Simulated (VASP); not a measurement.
Input of a VASP 6.6.1 run:

The input POSCAR:

```
Ti2C
1.0
    1.5406981810      0.8895225095      4.8137698526
   -1.5406981810      0.8895225095      4.8137698526
    0.0000000000     -1.7790450190      4.8137698526
Ti C
2 1
Direct
    0.2454978300      0.2454978300      0.2454978300
    0.7545021700      0.7545021700      0.7545021700
    0.5000000000      0.5000000000      0.5000000000
```

The input INCAR.step1:

```
SYSTEM = Ti2C
PREC = Accurate
ENCUT = 520
ISMEAR = 0
SIGMA = 0.05
LREAL = .False.
LASPH = .True.
NELM = 100
NBANDS = 21
GGA = PE
ALGO = Normal
EDIFF = 1E-4
LWAVE = .True.
LCHARG = .False.
```

INCAR.step2

```
SYSTEM = Ti2C
PREC = Accurate
ENCUT = 520
EDIFF = 1E-7
ISMEAR = 0
SIGMA = 0.05
LREAL = .False.
LASPH = .True.
NELM = 100
ALGO = Normal
ISIF = 2
LWAVE = .False.
LCHARG = .True.
METAGGA = R2SCAN
LMIXTAU = .True.
LELF = .True.
LVHAR = .True.
NBANDS = 21
ISTART = 1
```

KPOINTS

```
regular mesh
0
Gamma
  9 9 9
  0 0 0
```

Potentials or basis: VASP PAW PBE potentials, release 64 (Ti_sv, C).

Run with:

```bash
$ cat potpaw_PBE.64/Ti_sv/POTCAR potpaw_PBE.64/C/POTCAR > POTCAR
$ cp INCAR.step1 INCAR
$ mpirun -np 1 vasp_std > vasp.out
$ cp INCAR.step2 INCAR
$ mpirun -np 1 vasp_std > vasp.out
```

**Question.** Predict the band gap on the k mesh.

**Answer.** Zero (band 14 reaches 9.22 eV, above the bottom of band 15 at 8.32 eV).

**Question.** Predict the largest force.

**Answer.** 0.007 eV/Å.

Forces on the atoms (eV/Å):
```
Ti   0.000  0.000  0.007
Ti   0.000  0.000 -0.007
C    0.000  0.000  0.000
```

Caveat: the PAW data sets were made with another functional, which shifts forces and pressure a little.
